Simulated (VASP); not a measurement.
# Os (P6_3/mmc) in VASP: a series of runs, part 2 of 2

VASP 6.6.1. The steps go on from the part before.

**3. Single point, LDA**

File INCAR:

```
SYSTEM = Os
  PREC = Accurate
  ENCUT = 560
  EDIFF = 1E-6
  ISMEAR = 0
  SIGMA = 0.1
  LREAL = .FALSE.
  LASPH = .TRUE.
  NELM = 120
  ALGO = Normal
  ISIF = 2
  LWAVE = .FALSE.
  LCHARG = .TRUE.
  LELF = .TRUE.
  LVHAR = .TRUE.
  NBANDS = 23
  GGA_COMPAT = .FALSE.
```

File KPOINTS:

```
Automatic mesh
0
G
  13 13 8
  0 0 0
```

File POSCAR:

```
Os
1.0
    2.7175247593      0.0000000000      0.0000000000
   -1.3587623796      2.3534454770      0.0000000000
    0.0000000000      0.0000000000      4.2844606214
Os
2
Direct
    0.3333333333      0.6666666667      0.2500000000
    0.6666666667      0.3333333333      0.7500000000
```

Potentials or basis: VASP PAW LDA potentials, release 64 (Os_sv_GW).

Started as:

```sh
$ cat potpaw_LDA.64/Os_sv_GW/POTCAR > POTCAR
$ mpirun -np 1 vasp_std > vasp.out
```

OUTCAR:

```text
SYSTEM = Os
   PREC = Accurate
   ENCUT = 560
   EDIFF = 1E-6
   ISMEAR = 0
   LREAL = .FALSE.
   LASPH = .TRUE.
   NELM = 120
   ISIF = 2

 ion  position               nearest neighbor table
   1  0.333  0.667  0.250-   2 2.66   2 2.66   2 2.66   2 2.66   2 2.66   2 2.66
   2  0.667  0.333  0.750-   1 2.66   1 2.66   1 2.66   1 2.66   1 2.66   1 2.66

  LATTYP: Found a hexagonal cell.
 ALAT       =     2.7175247593
 C/A-ratio  =     1.5766040794

  Lattice vectors:

 A1 = (   2.7175247593,   0.0000000000,   0.0000000000)
 A2 = (  -1.3587623796,   2.3534454770,   0.0000000000)
 A3 = (   0.0000000000,   0.0000000000,   4.2844606214)

Analysis of symmetry for initial positions (statically):
=====================================================================
 Subroutine PRICEL returns:
 Original cell was already a primitive cell.

 Routine SETGRP: Setting up the symmetry group for a
 hexagonal supercell.

 Subroutine GETGRP returns: Found 24 space group operations
 (whereof 12 operations were pure point group operations)
 out of a pool of 24 trial point group operations.

The static configuration has the point symmetry D_3d.
 The point group associated with its full space group is D_6h.

Analysis of symmetry for dynamics (positions and initial velocities):
=====================================================================
 Subroutine PRICEL returns:
 Original cell was already a primitive cell.

 Routine SETGRP: Setting up the symmetry group for a
 hexagonal supercell.

 Subroutine GETGRP returns: Found 24 space group operations
 (whereof 12 operations were pure point group operations)
 out of a pool of 24 trial point group operations.

The dynamic configuration has the point symmetry D_3d.
 The point group associated with its full space group is D_6h.

 Subroutine INISYM returns: Found 24 space group operations
 (whereof 12 operations are pure point group operations),
 and found     1 'primitive' translations

----------------------------------------------------------------------------------------

[... 111 lines left out ...]
     AMIX     =   0.40;   BMIX     =  1.00
     AMIX_MAG =   1.60;   BMIX_MAG =  1.00
  volume/ion in A,a.u.               =      13.70        92.46
  Fermi-wavevector in a.u.,A,eV,Ry     =   1.723985  3.257860 40.438219  2.972125
  Thomas-Fermi vector in A             =   2.799759
   LORBIT       =      0    0 simple, 1 ext, 2 COOP (PROOUT), +10 PAW based schemes
   GGA     = CA    functional components
   LHFCALC =     F    Hartree Fock is set to
   AEXX    =    0.0000 exact exchange contribution
   IVDW    =     0    specifies the selected vdW correction
   LEPSILON=     F    determine dielectric tensor
   LRPA    =     F    only Hartree local field effects (RPA)
 non-spin polarized calculation
 Gauss-broadening in eV      SIGMA  =   0.10
  energy-cutoff  :      560.00
  volume of cell :       27.40
 maximum number of plane-waves:       836
 NGX is ok and might be reduce to    24
   NGX = 11   NGY = 11   NGZ = 17

 number of electron      31.9999999 magnetization

 Free energy of the ion-electron system (eV)
  ---------------------------------------------------
  ext. energy  EPLUGINS =         0.00000000
  ---------------------------------------------------
  free energy    TOTEN  =       -27.62486543 eV

  energy without entropy =      -27.61896063  energy(sigma->0) =      -27.62191303

 E-fermi :  13.9969     XC(G=0): -14.9448

 val. band max:       13.9951359859   @ k =   0.1538   0.0769   0.3750
 cond. band min:      14.0377795714   @ k =   0.0769   0.0000   0.3750
 fundamental gap:      0.0426435854
 Fermi energy:        13.9969144639

 k-point     1 :       0.0000    0.0000    0.0000
  band No.  band energies     occupation
      1     -72.3406      2.00000
      2     -72.2094      2.00000
      3     -32.6174      2.00000
      4     -31.5954      2.00000
      5     -31.5954      2.00000
      6     -31.4007      2.00000
[... 613 lines left out ...]
     22      28.7017      0.00000
     23      30.7351      0.00000

 [... further k-points ...]

------------------------ aborting loop because EDIFF is reached ----------------------------------------

  FORCE on cell =-STRESS in cart. coord.  units (eV):
  Direction    XX          YY          ZZ          XY          YZ          ZX
  --------------------------------------------------------------------------------------
  -------------------------------------------------------------------------------------
  Total        0.1312762      0.1312762     -0.0477888      0.0000000      0.0000000     -0.0000000
  in kB        7.6757874      7.6757874     -2.7942354      0.0000000      0.0000000     -0.0000000
  external PRESSURE =       4.1857798 kB  Pullay stress =       0.0000000 kB

 VOLUME and BASIS-vectors are now :
 -----------------------------------------------------------------------------
  energy-cutoff  :      560.00
  volume of cell :       27.40
      direct lattice vectors                 reciprocal lattice vectors
     2.717524759  0.000000000  0.000000000     0.367981928  0.212454465  0.000000000
    -1.358762380  2.353445477  0.000000000     0.000000000  0.424908930  0.000000000
     0.000000000  0.000000000  4.284460621     0.000000000  0.000000000  0.233401608

 POSITION                                       TOTAL-FORCE (eV/Angst)
 -----------------------------------------------------------------------------------
     -0.00000      1.56896      1.07112        -0.000000      0.000000      0.000000
      1.35876      0.78448      3.21335         0.000000     -0.000000      0.000000
 -----------------------------------------------------------------------------------
    total drift:                               -0.000000      0.000000     -0.000000

  FREE ENERGIE OF THE ION-ELECTRON SYSTEM (eV)
  ---------------------------------------------------
  free  energy   TOTEN  =       -27.6248654254 eV

  energy  without entropy=      -27.6189606279  energy(sigma->0) =      -27.62191303
```

OSZICAR:

```text
N       E                     dE             d eps       ncg     rms          rms(c)
DAV:   1     0.324444912195E+03    0.32444E+03   -0.23646E+04  4910   0.158E+03
DAV:   2    -0.195513150231E+02   -0.34400E+03   -0.33033E+03  5783   0.485E+02
DAV:   3    -0.300092915232E+02   -0.10458E+02   -0.10392E+02  5838   0.814E+01
DAV:   4    -0.300466037123E+02   -0.37312E-01   -0.37307E-01  5342   0.551E+00
DAV:   5    -0.300467279302E+02   -0.12422E-03   -0.12421E-03  5994   0.285E-01    0.109E+02
DAV:   6    -0.279237547426E+02    0.21230E+01   -0.32671E+00  5481   0.133E+01    0.574E+01
DAV:   7    -0.276573074246E+02    0.26645E+00   -0.13825E+00  5783   0.814E+00    0.122E+01
DAV:   8    -0.276260445974E+02    0.31263E-01   -0.11958E-01  5334   0.317E+00    0.171E+00
DAV:   9    -0.276250424981E+02    0.10021E-02   -0.27653E-03  5888   0.390E-01    0.576E-01
DAV:  10    -0.276248649491E+02    0.17755E-03   -0.33483E-04  5089   0.204E-01    0.344E-01
DAV:  11    -0.276248654254E+02   -0.47628E-06   -0.28730E-06  5074   0.174E-02
   1 F= -.27624865E+02 E0= -.27621913E+02  d E =-.590480E-02
```

It took 67 s on 1 thread of AMD EPYC 7R43 (Zen 3), shared host; peak memory 0.16 GiB.

Results:

- Free energy: -27.6249 eV
- Pressure: 0.4 GPa
- Band gap on the k mesh: zero (bands 16 and 17 overlap by 3.96 eV)

Levels at points of the mesh, in eV from the Fermi level:
```csv
k point,band 14,band 15,band 16,band 17,band 18,band 19
"(0.00, 0.00, 0.00)",-2.35,-2.35,-1.70,-1.70,0.11,1.68
"(0.00, 0.00, 0.50)",-3.43,-3.43,-3.43,0.87,0.87,0.87
```

Caveat: spin-orbit coupling is left out, which moves the levels of the heavy elements.

**4. Single point, LDA**

File INCAR:

```
ALGO = Normal ; EDIFF = 1E-6
ENCUT = 560 ; GGA_COMPAT = F
ISIF = 2 ; ISMEAR = -1
LASPH = T ; LCHARG = F
LREAL = F ; LWAVE = F
NBANDS = 23 ; NELM = 120
PREC = Accurate ; SIGMA = 0.1
```

File KPOINTS:

```
k-points
0
Gamma
  14 14 8
```

POSCAR is that of step 3.

Started as:

```sh
$ cat potpaw_LDA.64/Os_sv_GW/POTCAR > POTCAR
$ mpirun -np 1 vasp_std > vasp.out
```

Wall time 24 s (1 thread of Intel Xeon 6975P-C (Granite Rapids), shared host); peak memory 0.19 GiB.

It converged, with:

```yaml
Free_energy: -27.6381 eV
Pressure: 0.6 GPa
Band_gap_on_the_k_mesh: zero (bands 16 and 17 overlap by 3.90 eV)
```

Stress tensor (GPa, compression positive):
```
0.34 0.00 0.00
0.00 0.34 0.00
0.00 0.00 1.15
```

Levels at points of the mesh, in eV from the Fermi level:
| k point | band 12 | band 13 | band 14 | band 15 | band 16 | band 17 | band 18 | band 19 | band 20 | band 21 |
| --- | --- | --- | --- | --- | --- | --- | --- | --- | --- | --- |
| (0.00, 0.00, 0.00) | -3.20 | -2.91 | -2.32 | -2.32 | -1.67 | -1.67 | 0.14 | 1.71 | 1.71 | 9.28 |
| (0.50, 0.00, 0.00) | -3.72 | -2.92 | -2.63 | -1.94 | 2.08 | 2.67 | 2.83 | 4.57 | 5.88 | 9.39 |
| (0.00, 0.00, 0.50) | -3.67 | -3.40 | -3.40 | -3.40 | -3.40 | 0.91 | 0.91 | 0.91 | 0.91 | 13.03 |
| (0.50, 0.00, 0.50) | -5.52 | -1.29 | -1.29 | -0.13 | -0.13 | 2.44 | 2.44 | 3.41 | 3.41 | 9.30 |

Caveat: spin-orbit coupling is left out, which moves the levels of the heavy elements.

**5. Single point, LDA**

File INCAR:

```
SYSTEM = Os
ALGO = Normal
EDIFF = 1E-6
ENCUT = 560
GGA_COMPAT = .FALSE.
ISIF = 2
ISMEAR = 1
LASPH = .TRUE.
LCHARG = .FALSE.
LREAL = .FALSE.
LWAVE = .FALSE.
NBANDS = 23
NELM = 120
PREC = Accurate
SIGMA = 0.2
```

File KPOINTS:

```
k-points
0
G
  13 13 8
  0 0 0
```

POSCAR is that of step 4.

Started as:

```sh
$ cat potpaw_LDA.64/Os_sv_GW/POTCAR > POTCAR
$ mpirun -np 1 vasp_std > vasp.out
```

Wall time 69 s (1 thread of Intel Xeon Platinum 8488C (Sapphire Rapids), shared host); peak memory 0.18 GiB.

Results (log left out):

* Free energy: -27.6219 eV
* Pressure: 0.4 GPa
* Band gap on the k mesh: zero (bands 16 and 17 overlap by 3.96 eV)

Stress tensor (GPa, compression positive):
```
 0.83  0.00  0.00
 0.00  0.83  0.00
 0.00  0.00 -0.51
```

Levels at points of the mesh, in eV from the Fermi level:
| k point | band 13 | band 14 | band 15 | band 16 | band 17 | band 18 | band 19 | band 20 |
| --- | --- | --- | --- | --- | --- | --- | --- | --- |
| (0.00, 0.00, 0.00) | -2.95 | -2.36 | -2.36 | -1.70 | -1.70 | 0.10 | 1.67 | 1.67 |
| (0.00, 0.00, 0.50) | -3.44 | -3.44 | -3.44 | -3.44 | 0.87 | 0.87 | 0.87 | 0.87 |

Caveat: spin-orbit coupling is left out, which moves the levels of the heavy elements.

**6. Single point, LDA**

File INCAR:

```
PREC = Accurate
ENCUT = 560
EDIFF = 1E-6
ISMEAR = -1
SIGMA = 0.1
LREAL = F
LASPH = T
NELM = 120
ALGO = Normal
ISIF = 2
LWAVE = F
LCHARG = F
GGA = CA
NBANDS = 23
GGA_COMPAT = F
```

File KPOINTS:

```
Automatic mesh
0
Gamma
  19 19 11
```

POSCAR is that of step 5.

Potentials or basis: VASP PAW LDA potentials, release 64 (Os_sv_GW).

Started as:

```sh
$ cat potpaw_LDA.64/Os_sv_GW/POTCAR > POTCAR
$ mpirun -np 1 vasp_std > vasp.out
```

It took 1.9 min on 1 thread of Intel Xeon Platinum 8488C (Sapphire Rapids), shared host; peak memory 0.26 GiB.

The run converged. Its results:

```yaml
Free_energy: -27.6416 eV
Pressure: 0.5 GPa
Band_gap_on_the_k_mesh: zero (bands 16 and 17 overlap by 4.11 eV)
```

Stress tensor (GPa, compression positive):
```
0.21 0.00 0.00
0.00 0.21 0.00
0.00 0.00 1.16
```

Levels at points of the mesh, in eV from the Fermi level:
```tsv
k point	band 12	band 13	band 14	band 15	band 16	band 17	band 18	band 19	band 20	band 21
(0.00, 0.00, 0.00)	-3.19	-2.90	-2.31	-2.31	-1.66	-1.66	0.14	1.72	1.72	9.28
```

Caveat: spin-orbit coupling is left out, which moves the levels of the heavy elements.

**7. The runs side by side**

```tsv
k mesh	smearing	gap on the mesh (eV)	pressure (GPa)
13 × 13 × 8	fermi-dirac 0.3 eV	none	2.1
13 × 13 × 8	gaussian 0.1 eV	none	0.4
14 × 14 × 8	fermi-dirac 0.1 eV	none	0.6
13 × 13 × 8	methfessel-paxton 0.2 eV	none	0.4
19 × 19 × 11	fermi-dirac 0.1 eV	none	0.5
```

Alike in all rows: task single point; level LDA; potentials or basis VASP PAW LDA potentials, release 64 (Os_sv_GW); no spin polarisation; cell as given; cutoff (eV) 560.

Caveats: spin-orbit coupling is left out, which moves the levels of the heavy elements; so wide a smearing shifts energies and pressures (at least some runs).

Absolute energies hang on the potentials; compare differences alone.

The gap in the log of VASP goes by the Fermi energy; the results here count the filled bands.